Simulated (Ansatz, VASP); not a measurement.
## NaI: VASP beside Ansatz

Contents of INCAR:

```
SYSTEM = NaI
PREC = Accurate
ENCUT = 520
EDIFF = 1E-7
ISMEAR = 0
SIGMA = 0.05
LREAL = .FALSE.
LASPH = .TRUE.
NELM = 60
ALGO = Normal
ISIF = 2
LWAVE = .FALSE.
LCHARG = .FALSE.
GGA = PE
NBANDS = 14
```

KPOINTS

```
regular mesh
0
G
  6 6 6
  0 0 0
```

The input POSCAR:

```
NaI
1.0
    0.0000000000      3.1878540000      3.1393080000
    3.1878540000      0.0000000000      3.1393080000
    3.1878540000      3.1878540000      0.0000000000
Na I
1 1
Direct
    0.0000000000      0.0000000000      0.0000000000
    0.5000000000      0.5000000000      0.5000000000
```

Input for Ansatz:

```yaml
crystal:
  lattice:
    - [0.0, 3.187854, 3.139308]
    - [3.187854, 0.0, 3.139308]
    - [3.187854, 3.187854, 0.0]
  atoms:
    - { symbol: Na, position: [0.0, 0.0, 0.0] }
    - { symbol: I, position: [0.5, 0.5, 0.5] }
basis:
  ecutwfc: 420
kpoints:
  mp_grid: { grid: [6, 6, 6] }
hamiltonian:
  xc: pbe
scf:
  occupations: { method: gaussian, width: 0.05 }
output:
  forces: true
  stress: true
  eigenvalues: true
```

Change from the starting cell: strain -0.015 along x and y, -0.030 along z, atoms carried along.

Alike in both runs: task single point; functional PBE; k mesh 6 × 6 × 6; occupations gaussian, width 0.05 eV; no spin polarisation.

|  | VASP | Ansatz |
| --- | --- | --- |
| version | VASP 6.6.1 | Ansatz 0.2.0 |
| potentials or method | VASP PAW PBE potentials, release 64 (Na_pv, I), cutoff 520 eV | scalar-relativistic, plane waves, PAW |
| valence electrons in the cell | 14 | 26 |

```csv
,VASP,Ansatz,Ansatz less VASP
gap on the k mesh at the Fermi level (eV),3.81,3.81,+0.004
least direct gap on the mesh (eV),3.81,3.81,+0.004
pressure (GPa),1.6,1.6,-0.02
"traceless stress, the component that is largest in VASP (GPa)",0.37,0.37,-0.002
```

VASP's potentials hold 14 valence electrons a cell and Ansatz's 26, so a difference there can come from the potentials and not from the codes.

Neither program's run includes spin-orbit coupling.
